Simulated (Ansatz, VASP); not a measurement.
## One calculation of Ir, two programs

INCAR

```
SYSTEM = Ir
  ALGO = Normal
  EDIFF = 1E-8
  ENCUT = 520
  GGA = PS
  ISIF = 2
  ISMEAR = -1
  LASPH = .True.
  LCHARG = .False.
  LEFG = .True.
  LREAL = .False.
  LWAVE = .False.
  NBANDS = 10
  NELM = 60
  PREC = Accurate
  SIGMA = 0.05
```

Contents of KPOINTS:

```
k-points
0
Gamma
  18 18 18
  0 0 0
```

Contents of POSCAR:

```
Ir
1.0
    0.0383940000      1.9388970000      1.9388970000
    1.9388970000      0.0383940000      1.9388970000
    1.9388970000      1.9388970000      0.0383940000
Ir
1
Direct
    0.0000000000      0.0000000000      0.0000000000
```

Input for Ansatz:

```yaml
crystal:
  lattice:
    - [0.038394, 1.938897, 1.938897]
    - [1.938897, 0.038394, 1.938897]
    - [1.938897, 1.938897, 0.038394]
  atoms:
    - { symbol: Ir, position: [0.0, 0.0, 0.0] }
kpoints:
  mp_grid: { grid: [18, 18, 18] }
scf:
  occupations: { method: fermi_dirac, width: 0.05 }
hamiltonian:
  xc: pbesol
  pseudopotentials: { kind: paw }
output:
  forces: true
  stress: true
  eigenvalues: true
  efg: { contact_densities: true }
```

Change from the starting cell: equal xy, yz and zx shear strains of +2 %, PAW files.

Alike in both runs: task electric field gradients; functional PBEsol; k mesh 18 × 18 × 18; occupations fermi-dirac, width 0.05 eV; no spin polarisation.

|  | VASP | Ansatz |
| --- | --- | --- |
| version | VASP 6.6.1 | Ansatz 0.2.0 |
| potentials or method | VASP PAW PBE potentials, release 64 (Ir) | PAW with Ansatz's default frozen-core files, scalar-relativistic |
| plane-wave cutoff (eV) | 520 | 420 |
| valence electrons in the cell | 9 | 17 |

```csv
,VASP,Ansatz,Ansatz less VASP
pressure (GPa),-1.1,-2.1,-0.95
"traceless stress, the component that is largest in VASP (GPa)",-5.43,-5.41,+0.016
size of Vzz on the site where it differs most (V/Å²),49.4,34.3,-15.08
```

VASP's potentials were made for PBE, not for PBEsol. The functional is the same, so the differences come from potentials, cutoffs and numerics. VASP's potentials hold 9 valence electrons a cell and Ansatz's 17, so a difference there can come from the potentials and not from the codes.

Neither program's run includes spin-orbit coupling.
